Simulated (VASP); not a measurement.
# HPt6 in VASP: a series of runs

Runs on HPt6. Level: PBE. Tasks: single point.

Program: VASP 6.6.1. These are calculated values, not measurements. Logs are shortened: lines on timing, memory, paths and dates and some standing lists are left out, and cuts for length are marked.

## (1) The cell of the first run

The cell holds a slab with vacuum, 14 atoms: a = 5.614 Å, b = 5.614 Å, c = 21.851 Å, α = 90.00°, β = 90.00°, γ = 90.00°.

## (2) Single point, PBE

The input, INCAR:

```
SYSTEM = HPt6
  PREC = Accurate
  ENCUT = 520
  EDIFF = 1E-7
  ISMEAR = 0
  SIGMA = 0.1
  LREAL = .FALSE.
  LASPH = .TRUE.
  NELM = 60
  ALGO = Normal
  ISIF = 2
  LWAVE = .FALSE.
  LCHARG = .TRUE.
  LDIPOL = .TRUE.
  IDIPOL = 3
  DIPOL = 0.5 0.5 0.307
  GGA = PE
  LELF = .TRUE.
  LVHAR = .TRUE.
  LVACPOTAV = .TRUE.
  NBANDS = 74
```

The input, KPOINTS:

```
regular mesh
0
G
  5 5 1
  0 0 0
```

The input, POSCAR:

```
HPt6
1.0
    5.6143281343      0.0000000000      0.0000000000
    0.0000000000      5.6143281343      0.0000000000
    0.0000000000      0.0000000000     21.8513792319
Pt H
12 2
Direct
    0.2500000000      0.2500000000      0.1830548066
    0.2500000000      0.7500000000      0.1830548066
    0.7500000000      0.2500000000      0.1830548066
    0.7500000000      0.7500000000      0.1830548066
    0.0000000000      0.0000000000      0.2712126041
    0.0000000000      0.5000000000      0.2712126041
    0.5000000000      0.0000000000      0.2712126041
    0.5000000000      0.5000000000      0.2712126041
    0.2500000000      0.2500000000      0.3593081768
    0.2500000000      0.7500000000      0.3593081768
    0.7500000000      0.2500000000      0.3593081768
    0.7500000000      0.7500000000      0.3593081768
   -0.0667933885      0.0000000000      0.5240575028
    0.0667933885      0.0000000000      0.5240575028
```

Potentials or basis: VASP PAW PBE potentials, release 64 (Pt, H).

The run is started by

```sh
$ cat potpaw_PBE.64/Pt/POTCAR potpaw_PBE.64/H/POTCAR > POTCAR
$ mpirun -np 1 vasp_std > vasp.out
```

OUTCAR:

```text
SYSTEM = HPt6
   PREC = Accurate
   ENCUT = 520
   EDIFF = 1E-7
   ISMEAR = 0
   LREAL = .FALSE.
   LASPH = .TRUE.
   NELM = 60
   ISIF = 2
   GGA = PE

 ion  position               nearest neighbor table
   1  0.250  0.250  0.183-   5 2.77   6 2.77   7 2.77   8 2.77   2 2.81   3 2.81   2 2.81   3 2.81

   2  0.250  0.750  0.183-   5 2.77   6 2.77   7 2.77   8 2.77   1 2.81   4 2.81   1 2.81   4 2.81

   3  0.750  0.250  0.183-   5 2.77   6 2.77   7 2.77   8 2.77   1 2.81   4 2.81   4 2.81   1 2.81

   4  0.750  0.750  0.183-   5 2.77   6 2.77   7 2.77   8 2.77   2 2.81   3 2.81   3 2.81   2 2.81

   5  0.000  0.000  0.271-   9 2.77  10 2.77  11 2.77  12 2.77   1 2.77   2 2.77   3 2.77   4 2.77
                             6 2.81   7 2.81   6 2.81   7 2.81
   6  0.000  0.500  0.271-   9 2.77  10 2.77  11 2.77  12 2.77   1 2.77   2 2.77   3 2.77   4 2.77
                             5 2.81   8 2.81   5 2.81   8 2.81
   7  0.500  0.000  0.271-   9 2.77  10 2.77  11 2.77  12 2.77   1 2.77   2 2.77   3 2.77   4 2.77
                             5 2.81   8 2.81   8 2.81   5 2.81
   8  0.500  0.500  0.271-   9 2.77  10 2.77  11 2.77  12 2.77   1 2.77   2 2.77   3 2.77   4 2.77
                             6 2.81   7 2.81   7 2.81   6 2.81
   9  0.250  0.250  0.359-   5 2.77   6 2.77   7 2.77   8 2.77  10 2.81  11 2.81  10 2.81  11 2.81

  10  0.250  0.750  0.359-   5 2.77   6 2.77   7 2.77   8 2.77   9 2.81  12 2.81   9 2.81  12 2.81

  11  0.750  0.250  0.359-   5 2.77   6 2.77   7 2.77   8 2.77   9 2.81  12 2.81  12 2.81   9 2.81

  12  0.750  0.750  0.359-   5 2.77   6 2.77   7 2.77   8 2.77  10 2.81  11 2.81  11 2.81  10 2.81

  13  0.933  0.000  0.524-  14 0.75
  14  0.067  0.000  0.524-  13 0.75

  LATTYP: Found a simple tetragonal cell.
 ALAT       =     5.6143281343
 C/A-ratio  =     3.8920737636

  Lattice vectors:

 A1 = (   5.6143281343,   0.0000000000,   0.0000000000)
 A2 = (   0.0000000000,   5.6143281343,   0.0000000000)
 A3 = (   0.0000000000,   0.0000000000,  21.8513792319)

Analysis of symmetry for initial positions (statically):
=====================================================================
 Subroutine PRICEL returns:
 Original cell was already a primitive cell.

 Routine SETGRP: Setting up the symmetry group for a
 simple tetragonal supercell.

 Subroutine GETGRP returns: Found  4 space group operations
 (whereof  4 operations were pure point group operations)
 out of a pool of 16 trial point group operations.

The static configuration has the point symmetry C_2v.

Analysis of symmetry for dynamics (positions and initial velocities):
=====================================================================
 Subroutine PRICEL returns:
 Original cell was already a primitive cell.

 Routine SETGRP: Setting up the symmetry group for a
 simple tetragonal supercell.

 Subroutine GETGRP returns: Found  4 space group operations
 (whereof  4 operations were pure point group operations)
 out of a pool of 16 trial point group operations.

The dynamic configuration has the point symmetry C_2v.

 Subroutine INISYM returns: Found  4 space group operations
 (whereof  4 operations are pure point group operations),
 and found     1 'primitive' translations

----------------------------------------------------------------------------------------

                                     Primitive cell

  volume of cell :     688.7703

  direct lattice vectors                    reciprocal lattice vectors
     5.614328134  0.000000000  0.000000000     0.178115703  0.000000000  0.000000000
     0.000000000  5.614328134  0.000000000     0.000000000  0.178115703  0.000000000
     0.000000000  0.000000000 21.851379232     0.000000000  0.000000000  0.045763702

  length of vectors
     5.614328134  5.614328134 21.851379232     0.178115703  0.178115703  0.045763702

  position of ions in fractional coordinates (direct lattice)
     0.250000000  0.250000000  0.183054807
     0.250000000  0.750000000  0.183054807
     0.750000000  0.250000000  0.183054807
     0.750000000  0.750000000  0.183054807
     0.000000000  0.000000000  0.271212604
     0.000000000  0.500000000  0.271212604
     0.500000000  0.000000000  0.271212604
     0.500000000  0.500000000  0.271212604
     0.250000000  0.250000000  0.359308177
     0.250000000  0.750000000  0.359308177
     0.750000000  0.250000000  0.359308177
     0.750000000  0.750000000  0.359308177
     0.933206611  0.000000000  0.524057503
     0.066793389  0.000000000  0.524057503

  ion indices of the primitive-cell ions
   primitive index   ion index
                 1           1
                 2           2
                 3           3
                 4           4
                 5           5
                 6           6
                 7           7
                 8           8
                 9           9
                10          10
                11          11
                12          12
                13          13
                14          14

----------------------------------------------------------------------------------------

 KPOINTS: regular mesh

Automatic generation of k-mesh.
 Grid dimensions read from file:
 generate k-points for:    5    5    1

 Generating k-lattice:

  Cartesian coordinates                     Fractional coordinates (reciprocal lattice)
     0.035623141  0.000000000  0.000000000     0.200000000  0.000000000  0.000000000
     0.000000000  0.035623141  0.000000000     0.000000000  0.200000000  0.000000000
     0.000000000  0.000000000  0.045763702     0.000000000  0.000000000  1.000000000

  Length of vectors
     0.035623141  0.035623141  0.045763702

  Shift w.r.t. Gamma in fractional coordinates (k-lattice)
     0.000000000  0.000000000  0.000000000

 Subroutine IBZKPT returns following result:
 ===========================================

 Found      9 irreducible k-points:

 Following reciprocal coordinates:
            Coordinates               Weight
  0.000000  0.000000  0.000000      1.000000
  0.200000  0.000000  0.000000      2.000000
  0.000000  0.200000  0.000000      2.000000
  0.400000  0.000000  0.000000      2.000000
  0.000000  0.400000  0.000000      2.000000
  0.200000  0.200000  0.000000      4.000000
  0.400000  0.200000  0.000000      4.000000
 -0.200000  0.400000  0.000000      4.000000
  0.400000  0.400000  0.000000      4.000000
   k-points           NKPTS =      9   k-points in BZ     NKDIM =      9   number of bands    NBANDS=     74
   number of dos      NEDOS =    301   number of ions     NIONS =     14
   total plane-waves  NPLWV = 296352
   dimension x,y,z NGX =    42 NGY =   42 NGZ =  168
   dimension x,y,z NGXF=    84 NGYF=   84 NGZF=  336
   ions per type =              12   2
   NGX,Y,Z   is equivalent  to a cutoff of  12.44, 12.44, 12.78 a.u.
   NGXF,Y,Z  is equivalent  to a cutoff of  24.87, 24.87, 25.56 a.u.
 SYSTEM =  HPt6
   PREC   = accura    normal or accurate (medium, high low for compatibility)
   ISTART =      0    job   : 0-new  1-cont  2-samecut
   ICHARG =      2    charge: 1-file 2-atom 10-const
   ISPIN  =      1    spin polarized calculation?
   LNONCOLLINEAR =      F non collinear calculations
   LSORBIT =      F    spin-orbit coupling
   LASPH  =      T    aspherical Exc in radial PAW
   ENCUT  =  520.0 eV  38.22 Ry    6.18 a.u.  10.44 10.44 40.63*2*pi/ulx,y,z
   NELM   =     60;   NELMIN=  2; NELMDL= -5     # of ELM steps
   EDIFF  = 0.1E-06   stopping-criterion for ELM
   LREAL  =      F    real-space projection
   EDIFFG = 0.1E-05   stopping-criterion for IOM
   NSW    =      0    number of steps for IOM
   IBRION =     -1    ionic relax: 0-MD 1-quasi-New 2-CG
   NFREE  =      0    steps in history (QN), initial steepest desc. (CG)
   ISIF   =      2    stress and relaxation
   ISYM   =      2    0-nonsym 1-usesym 2-fastsym
   POTIM  = 0.5000    time-step for ionic-motion
   TEBEG  =    0.0;   TEEND  =   0.0 temperature during run
   PSTRESS=    0.0 pullay stress
   NELECT =     122.0000    total number of electrons
   NUPDOWN=      -1.0000    fix difference up-down
   EMIN   =  10.00;   EMAX   =-10.00  energy-range for DOS
   EFERMI =   0.00;   METHOD = LEGACY
   ISMEAR =     0;   SIGMA  =   0.10  broadening in eV -4-tet -1-fermi 0-gaus
   EFERMI_NEDOS =   21; number of points for ismear=-14 and -15
   IALGO  =     38    algorithm
   IMIX   =      4    mixing-type and parameters
     AMIX     =   0.40;   BMIX     =  1.00
     AMIX_MAG =   1.60;   BMIX_MAG =  1.00
  volume/ion in A,a.u.               =      49.20       332.00
  Fermi-wavevector in a.u.,A,eV,Ry     =   0.919397  1.737409 11.500891  0.845292
  Thomas-Fermi vector in A             =   2.044587
   LORBIT       =      0    0 simple, 1 ext, 2 COOP (PROOUT), +10 PAW based schemes
   GGA     = PE    functional components
   LHFCALC =     F    Hartree Fock is set to
   AEXX    =    0.0000 exact exchange contribution
   IVDW    =     0    specifies the selected vdW correction
   LEPSILON=     F    determine dielectric tensor
   LRPA    =     F    only Hartree local field effects (RPA)
 non-spin polarized calculation
 Gauss-broadening in eV      SIGMA  =   0.10
  energy-cutoff  :      520.00
  volume of cell :      688.77
 maximum number of plane-waves:     18583
 NGX is ok and might be reduce to    42
   NGX = 21   NGY = 21   NGZ = 81

 dipolmoment           0.000000      0.000000      0.000274 electrons x Angstroem

 number of electron     122.0000012 magnetization

 dipolmoment           0.000000      0.000000     -0.004817 electrons x Angstroem

 Free energy of the ion-electron system (eV)
  ---------------------------------------------------
  ext. energy  EPLUGINS =         0.00000000
  ---------------------------------------------------
  free energy    TOTEN  =       -72.74676770 eV

  energy without entropy =      -72.62918065  energy(sigma->0) =      -72.68797417

 E-fermi :  -1.2134     XC(G=0):  -4.6955

 val. band max:       -1.2259521066   @ k =   0.4000   0.4000   0.0000
 cond. band min:      -1.2122463583   @ k =   0.2000   0.2000   0.0000
 fundamental gap:      0.0137057482
 Fermi energy:        -1.2134299711

 k-point     1 :       0.0000    0.0000    0.0000
  band No.  band energies     occupation
      1     -10.0625      2.00000
      2      -7.6699      2.00000
      3      -7.6699      2.00000
      4      -7.5535      2.00000
      5      -7.4350      2.00000
      6      -7.4350      2.00000
[... 65 lines left out ...]
     72       2.4152      0.00000
     73       2.4164      0.00000

 k-point     2 :       0.2000    0.0000    0.0000
  band No.  band energies     occupation
      1      -9.8230      2.00000
      2      -7.8270      2.00000
      3      -7.4301      2.00000
      4      -7.3721      2.00000
      5      -7.3569      2.00000
      6      -7.2810      2.00000
[... 65 lines left out ...]
     72       2.1378      0.00000
     73       2.2057      0.00000

 k-point     3 :       0.0000    0.2000    0.0000
  band No.  band energies     occupation
      1      -9.8230      2.00000
      2      -7.8270      2.00000
      3      -7.4301      2.00000
      4      -7.3721      2.00000
      5      -7.3569      2.00000
      6      -7.2810      2.00000
[... 445 lines left out ...]
     72       3.3564      0.00000
     73       3.4087      0.00000

 k-point     9 :       0.4000    0.4000    0.0000
  band No.  band energies     occupation
      1      -8.3073      2.00000
      2      -7.5643      2.00000
      3      -7.5642      2.00000
      4      -7.0415      2.00000
      5      -6.5146      2.00000
      6      -6.5141      2.00000
[... 65 lines left out ...]
     72       2.3129      0.00000
     73       3.1366      0.00000
 [bands above 73 left out]

------------------------ aborting loop because EDIFF is reached ----------------------------------------

  FORCE on cell =-STRESS in cart. coord.  units (eV):
  Direction    XX          YY          ZZ          XY          YZ          ZX
  --------------------------------------------------------------------------------------
  -------------------------------------------------------------------------------------
  Total      -13.2792787    -13.2809936     -0.2322608      0.0000000      0.0000000      0.0000000
  in kB      -30.8894824    -30.8934716     -0.5402715      0.0000000      0.0000000      0.0000000
  external PRESSURE =     -20.7744085 kB  Pullay stress =       0.0000000 kB

 VOLUME and BASIS-vectors are now :
 -----------------------------------------------------------------------------
  energy-cutoff  :      520.00
  volume of cell :      688.77
      direct lattice vectors                 reciprocal lattice vectors
     5.614328134  0.000000000  0.000000000     0.178115703  0.000000000  0.000000000
     0.000000000  5.614328134  0.000000000     0.000000000  0.178115703  0.000000000
     0.000000000  0.000000000 21.851379232     0.000000000  0.000000000  0.045763702

 POSITION                                       TOTAL-FORCE (eV/Angst)
 -----------------------------------------------------------------------------------
      1.40358      1.40358      4.00000        -0.001006     -0.000388      0.010018
      1.40358      4.21075      4.00000        -0.001006      0.000388      0.010018
      4.21075      1.40358      4.00000         0.001006     -0.000388      0.010018
      4.21075      4.21075      4.00000         0.001006      0.000388      0.010018
      0.00000      0.00000      5.92637         0.000000      0.000000     -0.010126
      0.00000      2.80716      5.92637         0.000000      0.000000     -0.006736
      2.80716      0.00000      5.92637         0.000000      0.000000     -0.008035
      2.80716      2.80716      5.92637         0.000000      0.000000     -0.014205
      1.40358      1.40358      7.85138         0.001176      0.000101     -0.002393
      1.40358      4.21075      7.85138         0.001176     -0.000101     -0.002393
      4.21075      1.40358      7.85138        -0.001176      0.000101     -0.002393
      4.21075      4.21075      7.85138        -0.001176     -0.000101     -0.002393
      5.23933      0.00000     11.45138        -0.010572      0.000000      0.004300
      0.37500      0.00000     11.45138         0.010572      0.000000      0.004300
 -----------------------------------------------------------------------------------
    total drift:                                0.000000      0.000000     -0.000166

  FREE ENERGIE OF THE ION-ELECTRON SYSTEM (eV)
  ---------------------------------------------------
  free  energy   TOTEN  =       -72.7467676960 eV

  energy  without entropy=      -72.6291806530  energy(sigma->0) =      -72.68797417

 vacuum level on the upper side and lower side of the slab         4.450         4.477
```

Wall time 21 min (1 thread of Intel Xeon Platinum 8488C (Sapphire Rapids), shared host); peak memory 0.8 GiB.

Results:

* Free energy: -72.7468 eV
* Largest force: 0.014 eV/Å
* Band gap on the k mesh: zero (bands 61 and 62 overlap by 0.16 eV)

Forces in eV/Å, atoms in the order of the input:
```
Pt  -0.001  0.000  0.010
Pt  -0.001  0.000  0.010
Pt   0.001  0.000  0.010
Pt   0.001  0.000  0.010
Pt   0.000  0.000 -0.010
Pt   0.000  0.000 -0.007
Pt   0.000  0.000 -0.008
Pt   0.000  0.000 -0.014
Pt   0.001  0.000 -0.002
Pt   0.001  0.000 -0.002
Pt  -0.001  0.000 -0.002
Pt  -0.001  0.000 -0.002
H   -0.011  0.000  0.004
H    0.011  0.000  0.004
```

Levels at points of the mesh, in eV from the Fermi level:
```csv
k point,band 58,band 59,band 60,band 61,band 62,band 63,band 64,band 65
"(0.00, 0.00, 0.00)",0.04,0.08,0.14,0.14,0.34,0.79,0.79,0.83
```

Caveat: spin-orbit coupling is left out, which moves the levels of the heavy elements.

## (3) Single point, PBE

The input, INCAR:

```
ALGO     = Normal         # electronic algorithm
DIPOL    = 0.5 0.5 0.289
EDIFF    = 1E-7           # SCF threshold, eV
ENCUT    = 520            # plane-wave cutoff, eV
GGA      = PE             # functional
IDIPOL   = 3            
ISIF     = 2              # what is computed and relaxed
ISMEAR   = 0              # smearing method
LASPH    = T              # aspherical terms in the spheres
LCHARG   = T              # write CHGCAR
LDIPOL   = T            
LELF     = T              # ELF
LREAL    = F              # projectors in reciprocal space
LVACPOTAV= T            
LVHAR    = T            
LWAVE    = F              # write WAVECAR
NBANDS   = 74             # bands
NELM     = 100            # most SCF steps
PREC     = Accurate       # precision mode
SIGMA    = 0.1            # smearing width, eV
```

The input, KPOINTS:

```
k-points
0
Gamma
  5 5 1
```

POSCAR: that of step 2 with these lines changed.

```diff
@@ -20,3 +20,3 @@
     0.7500000000      0.7500000000      0.3593081768
-   -0.0667933885      0.0000000000      0.5240575028
-    0.0667933885      0.0000000000      0.5240575028
+   -0.0818441653      0.0000000000      0.3945462271
+    0.0818441653      0.0000000000      0.3945462271
```

Potentials or basis: VASP PAW PBE potentials, release 64 (Pt, H).

The run is started by

```sh
$ cat potpaw_PBE.64/Pt/POTCAR potpaw_PBE.64/H/POTCAR > POTCAR
$ mpirun -np 1 vasp_std > vasp.out
```

It took 29 min on 1 thread of Intel Xeon Platinum 8488C (Sapphire Rapids), shared host; peak memory 0.78 GiB.

It converged, with:

- Free energy: -72.5210 eV
- Largest force: 2.466 eV/Å
- Band gap on the k mesh: zero (bands 61 and 62 overlap by 0.16 eV)

Forces on the atoms (eV/Å):
```
Pt  -0.009  0.026 -0.048
Pt  -0.009 -0.026 -0.048
Pt   0.009  0.026 -0.048
Pt   0.009 -0.026 -0.048
Pt   0.000  0.000 -0.898
Pt   0.000  0.000 -0.402
Pt   0.000  0.000 -0.439
Pt   0.000  0.000  0.292
Pt   0.260  0.349  0.217
Pt   0.260 -0.349  0.217
Pt  -0.260  0.349  0.217
Pt  -0.260 -0.349  0.217
H   -2.436  0.000  0.387
H    2.436  0.000  0.387
```

Levels at points of the mesh, in eV from the Fermi level:
| k point | band 56 | band 57 | band 58 | band 59 | band 60 | band 61 | band 62 | band 63 | band 64 | band 65 |
| --- | --- | --- | --- | --- | --- | --- | --- | --- | --- | --- |
| (0.00, 0.00, 0.00) | -0.05 | 0.01 | 0.02 | 0.04 | 0.08 | 0.08 | 0.36 | 0.65 | 0.71 | 0.86 |

Caveat: spin-orbit coupling is left out, which moves the levels of the heavy elements.

[end of part 1 of 2]

The gap in the log of VASP goes by the Fermi energy; the results here count the filled bands.